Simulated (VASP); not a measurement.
A run of VASP 6.6.1 is set up as follows.

The input INCAR:

```
SYSTEM = Be
PREC     = Accurate       ! precision mode
ENCUT    = 520            ! plane-wave cutoff, eV
EDIFF    = 1E-7           ! SCF threshold, eV
ISMEAR   = 0              ! smearing method
SIGMA    = 0.1            ! smearing width, eV
LREAL    = .False.        ! projectors in reciprocal space
LASPH    = .True.         ! aspherical terms in the spheres
NELM     = 60             ! most SCF steps
ALGO     = Fast           ! electronic algorithm
ISIF     = 2              ! what is computed and relaxed
LWAVE    = .False.        ! write WAVECAR
LCHARG   = .True.         ! write CHGCAR
GGA      = PS             ! functional
LELF     = .True.         ! ELF
LVHAR    = .True.       
NBANDS   = 10             ! bands
```

File KPOINTS:

```
Automatic mesh
0
Gamma
  6 6 8
  0 0 0
```

POSCAR

```
Be
1.0
    4.7906666376      0.0000000000      0.0000000000
   -2.3953333187      4.1488390091      0.0000000000
    0.0000000000      0.0000000000      2.5876503659
Be
3
Direct
    0.0000000000      0.6657832900      0.0000000000
    0.3342167100      0.3342167100      0.0000000000
    0.6657832900      0.0000000000      0.0000000000
```

Potentials or basis: VASP PAW PBE potentials, release 64 (Be).

The run is started by

```bash
$ cat potpaw_PBE.64/Be/POTCAR > POTCAR
$ mpirun -np 1 vasp_std > vasp.out
```

(1) What does it give for the pressure?

(2) Estimate the band gap on the k mesh.

Answers

(1) -19.3 GPa.

(2) zero (bands 3 and 4 overlap by 3.36 eV).

Caveat: the cell differs from its parent crystal (Sr replaced by Be, lengths x 0.695, strained); the cell stands under tension; the PAW data sets were made with another functional, which shifts forces and pressure a little.
